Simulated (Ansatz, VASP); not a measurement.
# Ge2Sb2Te5: VASP beside Ansatz

```xyz
9
Lattice="3.9916 0.0000 0.0000 -1.9958 3.4569 0.0000 0.0000 0.0000 17.1061" Properties=species:S:1:pos:R:3 pbc="T T T"
Ge    0.0000    0.0000    5.7837
Ge    0.0000    0.0000   11.3224
Sb    0.0000    2.3046    1.9962
Sb    1.9958    1.1523   15.1099
Te    0.0000    0.0000    0.0000
Te    0.0000    2.3046   13.3608
Te    1.9958    1.1523    3.7452
Te    0.0000    2.3046    7.1962
Te    1.9958    1.1523    9.9099
```

Change from the starting cell: strain -0.050 along x and y, +0.000 along z, atoms carried along.

Alike in both runs: task single point; functional PBEsol; k mesh 12 × 12 × 4; occupations gaussian, width 0.15 eV; no spin polarisation.

```csv
,VASP,Ansatz
version,VASP 6.6.1,Ansatz 0.2.0
potentials or method,"VASP PAW PBE potentials, release 64 (Ge_d, Sb, Te), cutoff 520 eV","scalar-relativistic, plane waves, PAW"
valence electrons in the cell,68,138
```

|  | VASP | Ansatz | Ansatz less VASP |
| --- | --- | --- | --- |
| gap on the k mesh at the Fermi level (eV) | none | none | - |
| pressure (GPa) | 7.2 | 7.0 | -0.17 |
| traceless stress, the component that is largest in VASP (GPa) | -0.81 | -0.83 | -0.030 |
| rms of the force components (eV/Å) | 0.301 | 0.280 | -0.0210 |

VASP's potentials were made for PBE, not for PBEsol. Atom by atom the forces differ by 0.022 eV/Å (rms over components). A gap of «none» marks a metal or a gap that the smearing closes. VASP's potentials hold 68 valence electrons a cell and Ansatz's 138, so a difference there can come from the potentials and not from the codes.

Neither program's run includes spin-orbit coupling.
